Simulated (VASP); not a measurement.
Input of a VASP 6.6.1 run:

Contents of INCAR:

```
ALGO = Normal ; EDIFF = 1E-6
ENCUT = 520 ; GGA = RP
ISIF = 2 ; ISMEAR = -1
LASPH = T ; LCHARG = F
LREAL = F ; LWAVE = F
NBANDS = 16 ; NELM = 100
PREC = Accurate ; SIGMA = 0.1
```

Contents of KPOINTS:

```
k-points
0
Gamma
  10 10 10
```

The input POSCAR:

```
Ir
1.0
    0.0000000000      2.7997844409      2.7997844409
    2.7997844409      0.0000000000      2.7997844409
    2.7997844409      2.7997844409      0.0000000000
Ir
2
Direct
    0.1250000000      0.1250000000      0.1250000000
    0.8750000000      0.8750000000      0.8750000000
```

Potentials or basis: VASP PAW PBE potentials, release 64 (Ir).

The run is started by

```console
$ cat potpaw_PBE.64/Ir/POTCAR > POTCAR
$ mpirun -np 1 vasp_std > vasp.out
```

(1) Predict the pressure.

(2) Estimate the band gap on the k mesh.

Results:

(1) -0.3 GPa.

(2) zero (band 9 reaches 6.03 eV, above the bottom of band 10 at 4.43 eV).

Caveat: the PAW data sets were made with another functional, which shifts forces and pressure a little; spin-orbit coupling is left out, which moves the levels of the heavy elements.
